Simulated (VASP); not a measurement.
# HfO2 (rutile type): single point with PBE

Crystal: HfO2 (rutile type).

```
Hf O
1.0
     4.40698    0.00000    0.00000
     0.00000    4.40698    0.00000
     0.00000    0.00000    3.08351
Hf O
2 4
Direct
  0.00000 0.00000 0.00000
  0.50000 0.50000 0.50000
  0.30586 0.30586 0.00000
  0.69414 0.69414 0.00000
  0.80586 0.19414 0.50000
  0.19414 0.80586 0.50000
```

| Property | Result |
| --- | --- |
| Program | VASP 6.6.1 |
| Task | single point |
| Functional | PBE |
| Potentials or basis | VASP PAW PBE potentials, release 64 (Hf_pv, O) |
| Cutoff | 520 eV |
| k mesh | 7 × 7 × 11 |
| Occupations | fermi-dirac, width 0.05 eV |
| Spin | no spin polarisation |
| Dipole correction | no |
| Further INCAR settings | ALGO = Normal; EDIFF = 1e-07; NBANDS = 31 |

```yaml
Pressure: 84.2 GPa
Largest_force: 0.056 eV/Å
Band_gap_on_the_k_mesh: 4.74 eV
```

Forces on the atoms (eV/Å):
```
Hf   0.000  0.000  0.000
Hf   0.000  0.000  0.000
O    0.039  0.039  0.000
O   -0.039 -0.039  0.000
O    0.039 -0.039  0.000
O   -0.039  0.039  0.000
```

Stress tensor (GPa, compression positive):
```
84.54  0.00  0.00
 0.00 84.54  0.00
 0.00  0.00 83.61
```

Levels at points of the mesh, in eV from the valence-band top:
```
           k point  band 20  band 21  band 22  band 23  band 24  band 25
(0.00, 0.00, 0.00)    -0.11    -0.11     0.00     4.74     4.96     6.37
```

Wall time 62 s on 1 thread of Intel(R) Xeon(R) Platinum 8488C (Sapphire Rapids) (shared host), peak memory 0.23 GiB.

Caveat: the cell stands under pressure; spin-orbit coupling is left out, which moves the levels of the heavy elements. A k mesh can miss the band edges.
